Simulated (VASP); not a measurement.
Write the native input for VASP 6.6.1 that does the following.

* Task: relaxation of cell and atoms
* Functional: PBEsol
* Potentials or basis: VASP PAW PBE potentials, release 64 (Si, C)
* Cutoff: 600 eV
* k mesh: 12 × 12 × 4
* Occupations: gaussian, width 0.02 eV
* Spin: no spin polarisation
* Dipole correction: no
* Further INCAR settings: ALGO = Normal; EDIFF = 1e-07; IBRION = 2; EDIFFG = -0.005; NSW = 100; ISIF = 3

The structure of SiC lies in POSCAR:

```
SiC
1.0
    3.0756941497      0.0000000000      0.0000000000
   -1.5378470748      2.6636292679      0.0000000000
    0.0000000000      0.0000000000     10.0706464800
Si C
4 4
Direct
    0.6666666700      0.3333333300      0.9378419800
    0.3333333300      0.6666666700      0.4378419800
    0.0000000000      0.0000000000      0.6878943800
    0.0000000000      0.0000000000      0.1878943800
    0.6666666700      0.3333333300      0.7498025900
    0.3333333300      0.6666666700      0.2498025900
    0.0000000000      0.0000000000      0.5004600500
    0.0000000000      0.0000000000      0.0004600500
```

These files were run (other wordings do the same):

INCAR

```
SYSTEM = SiC
ALGO = Normal ; EDIFF = 1E-7
EDIFFG = -0.005 ; ENCUT = 600
GGA = PS ; IBRION = 2
ISIF = 3 ; ISMEAR = 0
LASPH = .True. ; LCHARG = .False.
LREAL = .False. ; LWAVE = .False.
NELM = 60 ; NSW = 100
PREC = Accurate ; SIGMA = 0.02
```

KPOINTS

```
k-points
0
Gamma
  12 12 4
  0 0 0
```

Potentials or basis: VASP PAW PBE potentials, release 64 (Si, C).

Run with:

```bash
$ cat potpaw_PBE.64/Si/POTCAR potpaw_PBE.64/C/POTCAR > POTCAR
$ mpirun -np 1 vasp_std > vasp.out
```

Results of the run:

| Property | Result |
| --- | --- |
| Relaxed volume | 10.34 Å³/atom |
| Relaxed cell | a = 3.079 Å, b = 3.079 Å, c = 10.080 Å, α = 90.00°, β = 90.00°, γ = 120.00° |
| Space group after relaxing (to 0.1 Å) | P6_3mc (No. 186) |
| Energy gained by relaxing | 0.1 meV/atom |
| Ionic steps | 3 |
| Pressure after relaxing | 0.0 GPa |
| Band gap on the k mesh | 2.11 eV (least direct gap 3.23 eV) |

Caveat: the PAW data sets were made with another functional, which shifts forces and pressure a little.

Run time: 110 s on 1 thread of Intel(R) Xeon(R) 6975P-C (Granite Rapids) (shared host), peak memory 0.29 GiB.
